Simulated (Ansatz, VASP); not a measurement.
## Ta: VASP beside Ansatz

```
Ta
1.0
    -1.66000    1.66000    1.66000
     1.66000   -1.66000    1.66000
     1.66000    1.66000   -1.66000
Ta
1
Direct
  0.00000 0.00000 0.00000
```

Alike in both runs: task relaxation of cell and atoms; functional PBE; k mesh 14 × 14 × 14; occupations gaussian, width 0.05 eV; no spin polarisation.

|  | VASP | Ansatz |
| --- | --- | --- |
| version | VASP 6.6.1 | Ansatz 0.2.0 |
| potentials or method | VASP PAW PBE potentials, release 64 (Ta_pv) | scalar-relativistic, plane waves, PAW |
| plane-wave cutoff (eV) | 600 | 420 |
| valence electrons in the cell | 11 | 13 |

```csv
,VASP,Ansatz,Ansatz less VASP
"gap on the k mesh at the Fermi level, each at its own relaxed structure (eV)",none,none,-
relaxed volume (Å³/atom),18.30,18.28,-0.018
relaxed length of the cell vector where the two differ most in proportion (Å),2.875,2.874,-0.0009
```

A gap of «none» marks a metal or a gap that the smearing closes. VASP's potentials hold 11 valence electrons a cell and Ansatz's 13, so a difference there can come from the potentials and not from the codes.

Neither program's run includes spin-orbit coupling. Noted on VASP's run: the relaxation stopped at its first step, so nothing moved.
